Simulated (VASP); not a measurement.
Wanted: the native input for a VASP 6.6.1 run.

```
Task                   : single point
Functional             : PBE
Potentials or basis    : VASP PAW PBE potentials, release 64 (Ga_d, N)
Cutoff                 : 520 eV
k mesh                 : 8 × 8 × 5
Occupations            : gaussian, width 0.03 eV
Spin                   : no spin polarisation
Dipole correction      : no
Further INCAR settings : ALGO = Normal; EDIFF = 1e-06; NBANDS = 26
```

The structure of GaN lies in POSCAR:

```
GaN
1.0
    3.1889999985      0.0000000000      0.0000000000
   -1.5944999992      2.7617550113      0.0000000000
    0.0000000000      0.0000000000      5.2161100000
Ga N
2 2
Direct
    0.3333333333      0.6666666667      0.0005070819
    0.6666666667      0.3333333333      0.5005070819
    0.3333333333      0.6666666667      0.3764929181
    0.6666666667      0.3333333333      0.8764929181
```

The input as run:

INCAR

```
PREC     = Accurate       # precision mode
ENCUT    = 520            # plane-wave cutoff, eV
EDIFF    = 1E-6           # SCF threshold, eV
ISMEAR   = 0              # smearing method
SIGMA    = 0.03           # smearing width, eV
LREAL    = False          # projectors in reciprocal space
LASPH    = True           # aspherical terms in the spheres
NELM     = 60             # most SCF steps
ALGO     = Normal         # electronic algorithm
ISIF     = 2              # what is computed and relaxed
LWAVE    = False          # write WAVECAR
LCHARG   = True           # write CHGCAR
GGA      = PE             # functional
LELF     = True           # ELF
LVHAR    = True         
NBANDS   = 26             # bands
```

KPOINTS

```
regular mesh
0
Gamma
  8 8 5
```

Potentials or basis: VASP PAW PBE potentials, release 64 (Ga_d, N).

Launch:

```console
$ cat potpaw_PBE.64/Ga_d/POTCAR potpaw_PBE.64/N/POTCAR > POTCAR
$ mpirun -np 1 vasp_std > vasp.out
```

It gave:

```yaml
Pressure: 4.3 GPa
Band_gap_on_the_k_mesh: 1.86 eV, direct
```

Wall time 29 s on 1 thread of Intel(R) Xeon(R) Platinum 8488C (Sapphire Rapids), with other jobs on the host, peak memory 0.17 GiB.
